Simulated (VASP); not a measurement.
# SiW (F-43m) in VASP: further runs

The runs below take SiW through single point, relaxation of cell and atoms, with PBEsol.

Everything below comes from runs of VASP 6.6.1. Logs are shortened: lines on timing, memory, paths and dates and some standing lists are left out, and cuts for length are marked.

**1. The cell of the first run**

Symmetry: F-43m, No. 216, cubic system. Conventional cell: a = 5.521 Å, b = 5.521 Å, c = 5.521 Å, α = 90.00°, β = 90.00°, γ = 90.00°. W (site symmetry -43m) has 4 Si at 2.39 Å within 3.2 Å. Within 3.2 Å of Si (site symmetry -43m) lie 4 W at 2.39 Å.

**2. Single point, PBEsol**

File INCAR:

```
SYSTEM = SiW
  PREC = Accurate
  ENCUT = 520
  EDIFF = 1E-7
  ISMEAR = 0
  SIGMA = 0.1
  LREAL = .FALSE.
  LASPH = .TRUE.
  NELM = 80
  ALGO = Normal
  ISIF = 2
  LWAVE = .FALSE.
  LCHARG = .TRUE.
  GGA = PS
  LELF = .TRUE.
  LVHAR = .TRUE.
  NBANDS = 16
```

File KPOINTS:

```
regular mesh
0
G
  6 6 6
  0 0 0
```

File POSCAR:

```
SiW
1.0
    0.0000000000      2.7604521846      2.7604521846
    2.7604521846      0.0000000000      2.7604521846
    2.7604521846      2.7604521846      0.0000000000
W Si
1 1
Direct
    0.0000000000      0.0000000000      0.0000000000
    0.2500000000      0.2500000000      0.2500000000
```

Potentials or basis: VASP PAW PBE potentials, release 64 (W_sv, Si).

On the command line:

```sh
$ cat potpaw_PBE.64/W_sv/POTCAR potpaw_PBE.64/Si/POTCAR > POTCAR
$ mpirun -np 1 vasp_std > vasp.out
```

OUTCAR:

```text
SYSTEM = SiW
   PREC = Accurate
   ENCUT = 520
   EDIFF = 1E-7
   ISMEAR = 0
   LREAL = .FALSE.
   LASPH = .TRUE.
   NELM = 80
   ISIF = 2
   GGA = PS

 ion  position               nearest neighbor table
   1  0.000  0.000  0.000-   2 2.39   2 2.39   2 2.39   2 2.39
   2  0.250  0.250  0.250-   1 2.39   1 2.39   1 2.39   1 2.39

  LATTYP: Found a face centered cubic cell.
 ALAT       =     5.5209043692

  Lattice vectors:

 A1 = (   0.0000000000,   2.7604521846,   2.7604521846)
 A2 = (   2.7604521846,   0.0000000000,   2.7604521846)
 A3 = (   2.7604521846,   2.7604521846,   0.0000000000)

Analysis of symmetry for initial positions (statically):
=====================================================================
 Subroutine PRICEL returns:
 Original cell was already a primitive cell.

 Routine SETGRP: Setting up the symmetry group for a
 face centered cubic supercell.

 Subroutine GETGRP returns: Found 24 space group operations
 (whereof 24 operations were pure point group operations)
 out of a pool of 48 trial point group operations.

The static configuration has the point symmetry T_d .

Analysis of symmetry for dynamics (positions and initial velocities):
=====================================================================
 Subroutine PRICEL returns:
 Original cell was already a primitive cell.

 Routine SETGRP: Setting up the symmetry group for a
 face centered cubic supercell.

 Subroutine GETGRP returns: Found 24 space group operations
 (whereof 24 operations were pure point group operations)
 out of a pool of 48 trial point group operations.

The dynamic configuration has the point symmetry T_d .

 Subroutine INISYM returns: Found 24 space group operations
 (whereof 24 operations are pure point group operations),
 and found     1 'primitive' translations

----------------------------------------------------------------------------------------

                                     Primitive cell

  volume of cell :      42.0698

  direct lattice vectors                    reciprocal lattice vectors
     0.000000000  2.760452185  2.760452185    -0.181129745  0.181129745  0.181129745
     2.760452185  0.000000000  2.760452185     0.181129745 -0.181129745  0.181129745
     2.760452185  2.760452185  0.000000000     0.181129745  0.181129745 -0.181129745

  length of vectors
[... 71 lines left out ...]
   ENCUT  =  520.0 eV  38.22 Ry    6.18 a.u.   7.26  7.26  7.26*2*pi/ulx,y,z
   NELM   =     80;   NELMIN=  2; NELMDL= -5     # of ELM steps
   EDIFF  = 0.1E-06   stopping-criterion for ELM
   LREAL  =      F    real-space projection
   EDIFFG = 0.1E-05   stopping-criterion for IOM
   NSW    =      0    number of steps for IOM
   IBRION =     -1    ionic relax: 0-MD 1-quasi-New 2-CG
   NFREE  =      0    steps in history (QN), initial steepest desc. (CG)
   ISIF   =      2    stress and relaxation
   ISYM   =      2    0-nonsym 1-usesym 2-fastsym
   POTIM  = 0.5000    time-step for ionic-motion
   TEBEG  =    0.0;   TEEND  =   0.0 temperature during run
   PSTRESS=    0.0 pullay stress
   NELECT =      18.0000    total number of electrons
   NUPDOWN=      -1.0000    fix difference up-down
   EMIN   =  10.00;   EMAX   =-10.00  energy-range for DOS
   EFERMI =   0.00;   METHOD = LEGACY
   ISMEAR =     0;   SIGMA  =   0.10  broadening in eV -4-tet -1-fermi 0-gaus
   EFERMI_NEDOS =   21; number of points for ismear=-14 and -15
   IALGO  =     38    algorithm
   IMIX   =      4    mixing-type and parameters
     AMIX     =   0.40;   BMIX     =  1.00
     AMIX_MAG =   1.60;   BMIX_MAG =  1.00
  volume/ion in A,a.u.               =      21.03       141.95
  Fermi-wavevector in a.u.,A,eV,Ry     =   1.233603  2.331172 20.705026  1.521777
  Thomas-Fermi vector in A             =   2.368327
   LORBIT       =      0    0 simple, 1 ext, 2 COOP (PROOUT), +10 PAW based schemes
   GGA     = PS    functional components
   LHFCALC =     F    Hartree Fock is set to
   AEXX    =    0.0000 exact exchange contribution
   IVDW    =     0    specifies the selected vdW correction
   LEPSILON=     F    determine dielectric tensor
   LRPA    =     F    only Hartree local field effects (RPA)
 non-spin polarized calculation
 Gauss-broadening in eV      SIGMA  =   0.10
  energy-cutoff  :      520.00
  volume of cell :       42.07
 maximum number of plane-waves:      1158
 NGX is ok and might be reduce to    30
   NGX = 15   NGY = 15   NGZ = 15

 number of electron      18.0000002 magnetization

 Free energy of the ion-electron system (eV)
  ---------------------------------------------------
  ext. energy  EPLUGINS =         0.00000000
  ---------------------------------------------------
  free energy    TOTEN  =       -16.42223287 eV

  energy without entropy =      -16.40932099  energy(sigma->0) =      -16.41577693

 E-fermi :   5.7962     XC(G=0): -10.6656

 val. band max:        5.7958208118   @ k =  -0.3333   0.3333   0.0000
 cond. band min:       5.8485690411   @ k =   0.3333   0.0000   0.0000
 fundamental gap:      0.0527482293
 Fermi energy:         5.7961655437

 k-point     1 :       0.0000    0.0000    0.0000
  band No.  band energies     occupation
      1     -67.9860      2.00000
      2     -32.2098      2.00000
      3     -32.2098      2.00000
      4     -32.2098      2.00000
      5      -3.8001      2.00000
      6       3.0716      2.00000
[... 281 lines left out ...]
      3     -32.2326      2.00000
      4     -32.2267      2.00000
      5      -1.0316      2.00000
      6       1.8650      2.00000
[... 8 lines left out ...]
     15      15.1577      0.00000
     16      16.4661      0.00000

------------------------ aborting loop because EDIFF is reached ----------------------------------------

  FORCE on cell =-STRESS in cart. coord.  units (eV):
  Direction    XX          YY          ZZ          XY          YZ          ZX
  --------------------------------------------------------------------------------------
  -------------------------------------------------------------------------------------
  Total        0.1269324      0.1269324      0.1269324      0.0000000      0.0000000      0.0000000
  in kB        4.8340630      4.8340630      4.8340630      0.0000000      0.0000000      0.0000000
  external PRESSURE =       4.8340630 kB  Pullay stress =       0.0000000 kB

 VOLUME and BASIS-vectors are now :
 -----------------------------------------------------------------------------
  energy-cutoff  :      520.00
  volume of cell :       42.07
      direct lattice vectors                 reciprocal lattice vectors
     0.000000000  2.760452185  2.760452185    -0.181129745  0.181129745  0.181129745
     2.760452185  0.000000000  2.760452185     0.181129745 -0.181129745  0.181129745
     2.760452185  2.760452185  0.000000000     0.181129745  0.181129745 -0.181129745

 POSITION                                       TOTAL-FORCE (eV/Angst)
 -----------------------------------------------------------------------------------
      0.00000      0.00000      0.00000         0.000000     -0.000000     -0.000000
      1.38023      1.38023      1.38023        -0.000000      0.000000      0.000000
 -----------------------------------------------------------------------------------
    total drift:                               -0.000000     -0.000000     -0.000000

  FREE ENERGIE OF THE ION-ELECTRON SYSTEM (eV)
  ---------------------------------------------------
  free  energy   TOTEN  =       -16.4222328692 eV

  energy  without entropy=      -16.4093209941  energy(sigma->0) =      -16.41577693
```

OSZICAR:

```text
N       E                     dE             d eps       ncg     rms          rms(c)
DAV:   1     0.110480195953E+03    0.11048E+03   -0.90495E+03   512   0.111E+03
DAV:   2    -0.150115265551E+02   -0.12549E+03   -0.12232E+03   648   0.302E+02
DAV:   3    -0.177188504184E+02   -0.27073E+01   -0.26834E+01   624   0.420E+01
DAV:   4    -0.177446515354E+02   -0.25801E-01   -0.25798E-01   616   0.462E+00
DAV:   5    -0.177451367186E+02   -0.48518E-03   -0.48518E-03   656   0.620E-01    0.169E+01
DAV:   6    -0.164569189482E+02    0.12882E+01   -0.36102E+00   536   0.147E+01    0.374E+00
DAV:   7    -0.164344117881E+02    0.22507E-01   -0.13509E-01   536   0.275E+00    0.278E+00
DAV:   8    -0.164224451490E+02    0.11967E-01   -0.12010E-02   664   0.872E-01    0.116E-01
DAV:   9    -0.164222518871E+02    0.19326E-03   -0.78102E-04   600   0.209E-01    0.753E-02
DAV:  10    -0.164222304189E+02    0.21468E-04   -0.10984E-04   592   0.600E-02    0.379E-02
DAV:  11    -0.164222326502E+02   -0.22312E-05   -0.39978E-06   608   0.138E-02    0.106E-02
DAV:  12    -0.164222329356E+02   -0.28547E-06   -0.27322E-07   600   0.427E-03    0.376E-03
DAV:  13    -0.164222328692E+02    0.66448E-07   -0.14795E-08   320   0.791E-04
   1 F= -.16422233E+02 E0= -.16415777E+02  d E =-.129119E-01
```

stdout:

```text
POSCAR found type information on POSCAR W Si
 POSCAR found :  2 types and       2 ions
 scaLAPACK will be used
 -----------------------------------------------------------------------------
|                                                                             |
|                                                                             |
|     You enforced a specific xc type in the INCAR file but a different       |
|     I HOPE YOU KNOW WHAT YOU ARE DOING!                                     |
|                                                                             |
 -----------------------------------------------------------------------------

 LDA part: xc-table for (Slater+PW92), standard interpolation
 POSCAR, INCAR and KPOINTS ok, starting setup
 FFT: planning ... GRIDC
 FFT: planning ... GRID_SOFT
 FFT: planning ... GRID
 WAVECAR not read
 entering main loop
```

Wall time 13 s (1 thread of Intel Xeon Platinum 8259CL at 2.50GHz (Skylake/Cascade Lake), shared host); peak memory 0.17 GiB.

Results:

* Free energy: -16.4222 eV
* Pressure: 0.5 GPa
* Band gap on the k mesh: zero (band 9 reaches 6.26 eV, above the bottom of band 10 at 5.63 eV)

Levels at points of the mesh, in eV from the Fermi level:
```tsv
k point	band 5	band 6	band 7	band 8	band 9	band 10	band 11	band 12	band 13	band 14
(0.00, 0.00, 0.00)	-9.60	-2.72	-2.72	-2.72	-0.08	-0.08	5.54	7.25	7.25	7.25
(0.50, 0.00, 0.00)	-7.66	-3.70	-2.34	-2.34	0.46	0.46	0.58	4.66	4.66	6.12
(0.50, 0.50, 0.00)	-6.82	-4.55	-1.16	-0.81	-0.81	0.41	1.00	1.97	1.97	8.56
```

Caveat: the PAW data sets were made with another functional, which shifts forces and pressure a little; spin-orbit coupling is left out, which moves the levels of the heavy elements.

(Continued in part 2 of 2.)
